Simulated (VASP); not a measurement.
BaLiF3, 5 atoms in the cell. The structure is tetragonal, space group P4/mmm (No. 123). The conventional cell has a = 3.989 Å, b = 3.989 Å, c = 4.108 Å, α = 90.00°, β = 90.00°, γ = 90.00°. Ba (site symmetry 4/mmm) has 12 F at 2.82 to 2.86 Å and 8 Li at 3.49 Å within 3.7 Å. Within 2.6 Å of Li (site symmetry 4/mmm) lie 6 F at 1.99 to 2.05 Å. F (site symmetry mmm) has 2 Li at 1.99 Å within 2.6 Å. Within 2.7 Å of F (site symmetry 4/mmm) lie 2 Li at 2.05 Å.  This cell differs from its parent crystal: strain +0.000 along x and y, +0.030 along z.

```yaml
Program: VASP 6.6.1
Task: single point
Functional: LDA
Potentials_or_basis: VASP PAW LDA potentials, release 64 (Ba_sv, Li_sv, F)
Cutoff: 520 eV
k_mesh: 6 × 6 × 6
Occupations: gaussian, width 0.05 eV
Spin: no spin polarisation
Dipole_correction: no
Further_INCAR_settings: ALGO = Normal; EDIFF = 1e-07; NBANDS = 25
```

Potentials or basis: VASP PAW LDA potentials, release 64 (Ba_sv, Li_sv, F).

Run with:

```console
$ cat potpaw_LDA.64/Ba_sv/POTCAR potpaw_LDA.64/Li_sv/POTCAR potpaw_LDA.64/F/POTCAR > POTCAR
$ mpirun -np 1 vasp_std > vasp.out
```

Hardware: 1 thread of Intel(R) Xeon(R) 6975P-C (Granite Rapids), with other jobs on the host.

**Question.** Estimate the wall time of this run.

**Answer.** Run time: 24 s on 1 thread of Intel(R) Xeon(R) 6975P-C (Granite Rapids) (shared host), peak memory 0.18 GiB. Counts: scf iterations 14, k points 40.
